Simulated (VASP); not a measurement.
# GaSb (F-43m) in VASP: settings compared, part 2 of 2

VASP 6.6.1.

### 5 Single point, PBEsol (volume scaled by 0.98)

Input file INCAR:

```
SYSTEM = GaSb
  PREC = Accurate
  ENCUT = 520
  EDIFF = 1E-7
  ISMEAR = -1
  SIGMA = 0.05
  LREAL = .False.
  LASPH = .True.
  NELM = 60
  ALGO = Normal
  ISIF = 2
  LWAVE = .False.
  LCHARG = .False.
  GGA = PS
  NBANDS = 16
```

Input file KPOINTS:

```
Automatic mesh
0
Gamma
  8 8 8
  0 0 0
```

Input file POSCAR:

```
GaSb
1.0
    0.0000000000      3.0384691801      3.0384691801
    3.0384691801      0.0000000000      3.0384691801
    3.0384691801      3.0384691801      0.0000000000
Sb Ga
1 1
Direct
    0.7500000000      0.7500000000      0.7500000000
    0.0000000000      0.0000000000      0.0000000000
```

Potentials or basis: VASP PAW PBE potentials, release 64 (Sb, Ga_d).

Started as:

```bash
> cat potpaw_PBE.64/Sb/POTCAR potpaw_PBE.64/Ga_d/POTCAR > POTCAR
> mpirun -np 1 vasp_std > vasp.out
```

OUTCAR:

```text
SYSTEM = GaSb
   PREC = Accurate
   ENCUT = 520
   EDIFF = 1E-7
   ISMEAR = -1
   LREAL = .False.
   LASPH = .True.
   NELM = 60
   ISIF = 2
   GGA = PS

 ion  position               nearest neighbor table
   1  0.750  0.750  0.750-   2 2.63   2 2.63   2 2.63   2 2.63
   2  0.000  0.000  0.000-   1 2.63   1 2.63   1 2.63   1 2.63

  LATTYP: Found a face centered cubic cell.
 ALAT       =     6.0769383602

  Lattice vectors:

 A1 = (   0.0000000000,   3.0384691801,   3.0384691801)
[... 624 lines left out ...]
      3     -10.0821      2.00000
      4     -10.0502      2.00000
      5     -10.0467      2.00000
      6      -4.6564      2.00000
[... 8 lines left out ...]
     15      14.5336      0.00000
     16      15.1388      0.00000

 [... further k-points ...]
[... 5 lines left out ...]
  --------------------------------------------------------------------------------------
  -------------------------------------------------------------------------------------
  Total        0.3477137      0.3477137      0.3477137     -0.0000000     -0.0000000     -0.0000000
  in kB        9.9297403      9.9297403      9.9297403     -0.0000000     -0.0000000     -0.0000000
  external PRESSURE =       9.9297403 kB  Pullay stress =       0.0000000 kB

 VOLUME and BASIS-vectors are now :
 -----------------------------------------------------------------------------
  energy-cutoff  :      520.00
  volume of cell :       56.10
      direct lattice vectors                 reciprocal lattice vectors
     0.000000000  3.038469180  3.038469180    -0.164556548  0.164556548  0.164556548
     3.038469180  0.000000000  3.038469180     0.164556548 -0.164556548  0.164556548
     3.038469180  3.038469180  0.000000000     0.164556548  0.164556548 -0.164556548

 POSITION                                       TOTAL-FORCE (eV/Angst)
 -----------------------------------------------------------------------------------
      4.55770      4.55770      4.55770        -0.000000     -0.000000     -0.000000
      0.00000      0.00000      0.00000         0.000000      0.000000      0.000000
 -----------------------------------------------------------------------------------
    total drift:                               -0.000000     -0.000000     -0.000001

  FREE ENERGIE OF THE ION-ELECTRON SYSTEM (eV)
  ---------------------------------------------------
  free  energy   TOTEN  =        -8.1448101613 eV

  energy  without entropy=       -8.1444305292  energy(sigma->0) =       -8.14462035
```

OSZICAR:

```text
N       E                     dE             d eps       ncg     rms          rms(c)
DAV:   1     0.798588211196E+02    0.79859E+02   -0.85520E+03   952   0.139E+03
DAV:   2    -0.182453597119E+01   -0.81683E+02   -0.78649E+02  1096   0.295E+02
DAV:   3    -0.813358080842E+01   -0.63090E+01   -0.62964E+01  1104   0.651E+01
DAV:   4    -0.824715545096E+01   -0.11357E+00   -0.11357E+00  1200   0.971E+00
DAV:   5    -0.824973749165E+01   -0.25820E-02   -0.25820E-02  1144   0.131E+00    0.321E+00
DAV:   6    -0.817202283717E+01    0.77715E-01   -0.85201E-02  1320   0.501E+00    0.189E+00
DAV:   7    -0.814445337909E+01    0.27569E-01   -0.44808E-02  1128   0.190E+00    0.372E-01
DAV:   8    -0.814452645374E+01   -0.73075E-04   -0.49254E-03  1248   0.832E-01    0.109E-01
DAV:   9    -0.814481174881E+01   -0.28530E-03   -0.47010E-04  1032   0.166E-01    0.414E-02
DAV:  10    -0.814480136347E+01    0.10385E-04   -0.20190E-05  1240   0.376E-02    0.126E-02
DAV:  11    -0.814481011430E+01   -0.87508E-05   -0.12489E-05  1064   0.246E-02    0.478E-03
DAV:  12    -0.814481016130E+01   -0.47003E-07   -0.45747E-07  1240   0.644E-03
   1 F= -.81448102E+01 E0= -.81446203E+01  d E =-.379632E-03
```

stdout:

```text
POSCAR found type information on POSCAR SbGa
 POSCAR found :  2 types and       2 ions
 scaLAPACK will be used
 -----------------------------------------------------------------------------
|                                                                             |
|                                                                             |
|     You enforced a specific xc type in the INCAR file but a different       |
|     I HOPE YOU KNOW WHAT YOU ARE DOING!                                     |
|                                                                             |
 -----------------------------------------------------------------------------

 LDA part: xc-table for (Slater+PW92), standard interpolation
 POSCAR, INCAR and KPOINTS ok, starting setup
 FFT: planning ... GRIDC
 FFT: planning ... GRID_SOFT
 FFT: planning ... GRID
 WAVECAR not read
 entering main loop
```

It took 39 s on 1 thread of AMD EPYC 7R43 (Zen 3), shared host; peak memory 0.15 GiB.

Results:

| Item | Value |
| --- | --- |
| Free energy | -8.1448 eV |
| Pressure | 1.0 GPa |
| Band gap on the k mesh | 0.13 eV, direct |

Caveat: the cell differs from its parent crystal (volume scaled by 0.98); the PAW data sets were made with another functional, which shifts forces and pressure a little; spin-orbit coupling is left out, which moves the levels of the heavy elements.

### 6 Overview

```tsv
task	level	cell	cutoff (eV)	gap on the mesh (eV)	pressure (GPa)	relaxed volume (Å³/atom)
single point	r2SCAN+rVV10	a = 4.411 Å, angles 60.0°, 2 atoms	520	-	-2.9	-
relaxation of cell and atoms	PBEsol+D4	relaxed from a = 4.326 Å, angles 60.0°, 2 atoms	600	0.18	0.0	27.87
relaxation of cell and atoms	SVWN5	relaxed from a = 4.326 Å, angles 60.0°, 2 atoms	600	-	0.0	27.71
single point	PBEsol	a = 4.297 Å, angles 60.0°, 2 atoms	520	0.13	1.0	-
```

Alike in all rows: potentials or basis VASP PAW PBE potentials, release 64 (Sb, Ga_d); no spin polarisation; k mesh 8 × 8 × 8; smearing fermi-dirac 0.05 eV.

Caveats: the PAW data sets were made with another functional, which shifts forces and pressure a little; spin-orbit coupling is left out, which moves the levels of the heavy elements.

Absolute energies hang on the potentials; compare differences alone.
